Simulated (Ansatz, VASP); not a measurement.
ZnO: VASP beside Ansatz

```xyz
4
Lattice="3.2309 0.0000 0.0000 -1.6154 2.7980 0.0000 0.0000 0.0000 5.2158" Properties=species:S:1:pos:R:3 pbc="T T T"
Zn    0.0000    1.8654    0.0080
Zn    1.6154    0.9327    2.6159
O     0.0000    1.8654    1.9844
O     1.6154    0.9327    4.5923
```

Alike in both runs: functional PBEsol; k mesh 15 × 15 × 8; occupations gaussian, width 0.02 eV; no spin polarisation.

Ansatz relaxed the structure, and its values are those at the end. VASP's run is a single point on that final structure, the one shown.

```csv
,VASP,Ansatz
version,VASP 6.6.1,Ansatz 0.2.0
potentials or method,"VASP PAW PBE potentials, release 64 (Zn, O), cutoff 520 eV","scalar-relativistic, plane waves, PAW"
valence electrons in the cell,36,36
```

|  | VASP | Ansatz | Ansatz less VASP |
| --- | --- | --- | --- |
| gap on the k mesh at the Fermi level (eV) | 0.69 | 0.70 | +0.012 |
| least direct gap on the mesh (eV) | 0.69 | 0.70 | +0.012 |
| pressure (GPa) | 0.6 | 0.0 | -0.61 |

VASP's potentials were made for PBE, not for PBEsol, and Ansatz warns of the same on its side.
